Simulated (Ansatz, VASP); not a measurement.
FeSi in VASP and in Ansatz

INCAR

```
SYSTEM = FeSi
PREC = Accurate ; ENCUT = 520
EDIFF = 1E-7 ; ISMEAR = 0
SIGMA = 0.01 ; LREAL = .False.
LASPH = .True. ; NELM = 100
ALGO = Normal ; ISIF = 2
LWAVE = .False. ; LCHARG = .False.
GGA = PE ; NBANDS = 34
```

The input KPOINTS:

```
regular mesh
0
Gamma
  6 6 6
  0 0 0
```

POSCAR

```
FeSi
1.0
    4.4030528928      0.0000000000      0.0000000000
    0.0000000000      4.4030528928      0.0000000000
    0.0000000000      0.0000000000      4.4030528928
Fe Si
4 4
Direct
    0.1366600336      0.1366600336      0.1366600336
    0.3633399664      0.8633399664      0.6366600336
    0.6366600336      0.3633399664      0.8633399664
    0.8633399664      0.6366600336      0.3633399664
    0.8411319744      0.8411319744      0.8411319744
    0.6588680256      0.1588680256      0.3411319744
    0.3411319744      0.6588680256      0.1588680256
    0.1588680256      0.3411319744      0.6588680256
```

Input for Ansatz:

```yaml
crystal:
  lattice:
    - [4.4030528928, 0.0, 0.0]
    - [0.0, 4.4030528928, 0.0]
    - [0.0, 0.0, 4.4030528928]
  atoms:
    - { symbol: Fe, position: [0.1366600336, 0.1366600336, 0.1366600336] }
    - { symbol: Fe, position: [0.3633399664, 0.8633399664, 0.6366600336] }
    - { symbol: Fe, position: [0.6366600336, 0.3633399664, 0.8633399664] }
    - { symbol: Fe, position: [0.8633399664, 0.6366600336, 0.3633399664] }
    - { symbol: Si, position: [0.8411319744, 0.8411319744, 0.8411319744] }
    - { symbol: Si, position: [0.6588680256, 0.1588680256, 0.3411319744] }
    - { symbol: Si, position: [0.3411319744, 0.6588680256, 0.1588680256] }
    - { symbol: Si, position: [0.1588680256, 0.3411319744, 0.6588680256] }
kpoints:
  mp_grid: { grid: [6, 6, 6] }
  band_path:
    path:
      - [0.0, 0.0, 0.0]
      - [0.0, 0.5, 0.0]
      - [0.5, 0.5, 0.0]
      - [0.5, 0.5, 0.5]
      - [0.5, 0.0, 0.0]
      - [-0.078125, -0.088542, 0.291667]
      - [0.0, 0.328125, 0.208333]
      - [0.0, 0.1666666667, 0.3333333333]
    npoints: 1
hamiltonian:
  xc: pbe
scf:
  occupations: { method: fixed }
  n_extra_bands: 6
output:
  forces: true
  stress: true
  eigenvalues: true
```

Alike in both runs: task single point; functional PBE; k mesh 6 × 6 × 6; no spin polarisation.

|  | VASP | Ansatz |
| --- | --- | --- |
| version | VASP 6.6.1 | Ansatz 0.2.0 |
| potentials or method | VASP PAW PBE potentials, release 64 (Fe, Si) | plane waves, PAW |
| plane-wave cutoff (eV) | 520 | 420 |
| occupations | gaussian, width 0.01 eV | fixed |
| valence electrons in the cell | 48 | 80 |

|  | VASP | Ansatz | Ansatz less VASP |
| --- | --- | --- | --- |
| gap on the k mesh at the Fermi level (eV) | 0.18 | 0.18 | +0.006 |
| pressure (GPa) | 7.5 | 7.3 | -0.23 |
| rms of the force components (eV/Å) | 0.043 | 0.028 | -0.0150 |

Atom by atom the forces differ by 0.015 eV/Å (rms over components). VASP's potentials hold 48 valence electrons a cell and Ansatz's 80, so a difference there can come from the potentials and not from the codes.
